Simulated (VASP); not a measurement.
Here is a VASP 6.6.1 calculation.

The input INCAR:

```
SYSTEM = Mg2NCl
PREC = Accurate
ENCUT = 520
EDIFF = 1E-6
ISMEAR = 0
SIGMA = 0.05
LREAL = .False.
LASPH = .True.
NELM = 80
ALGO = Normal
ISIF = 2
LWAVE = .False.
LCHARG = .True.
GGA = CA
LELF = .True.
LVHAR = .True.
NBANDS = 16
```

File KPOINTS:

```
Automatic mesh
0
Gamma
  9 9 9
  0 0 0
```

POSCAR

```
Mg2NCl
1.0
    1.5776332853      0.9108470019      6.0029770000
   -1.5776332853      0.9108470019      6.0029770000
    0.0000000000     -1.8216940039      6.0029770000
Mg N Cl
2 1 1
Direct
    0.2228150000      0.2228150000      0.2228150000
    0.7771850000      0.7771850000      0.7771850000
    0.5000000000      0.5000000000      0.5000000000
    0.0000000000      0.0000000000      0.0000000000
```

Potentials or basis: VASP PAW LDA potentials, release 64 (Mg, N, Cl).

Command:

```sh
$ cat potpaw_LDA.64/Mg/POTCAR potpaw_LDA.64/N/POTCAR potpaw_LDA.64/Cl/POTCAR > POTCAR
$ mpirun -np 1 vasp_std > vasp.out
```

Question: Predict the band gap on the k mesh.

Answer: 2.40 eV.

Question: Estimate the pressure.

Answer: 3.8 GPa.

Question: What does it give for the largest force?

Answer: 0.084 eV/Å.

Stress tensor (GPa, compression positive):
```
 7.53  0.00  0.00
 0.00  7.53  0.00
 0.00  0.00 -3.51
```

Caveat: the cell differs from its parent crystal (strain -0.050 along x and y, +0.000 along z); the cell stands under pressure; an odd mesh through Γ misses points on the zone boundary, where band edges can lie.
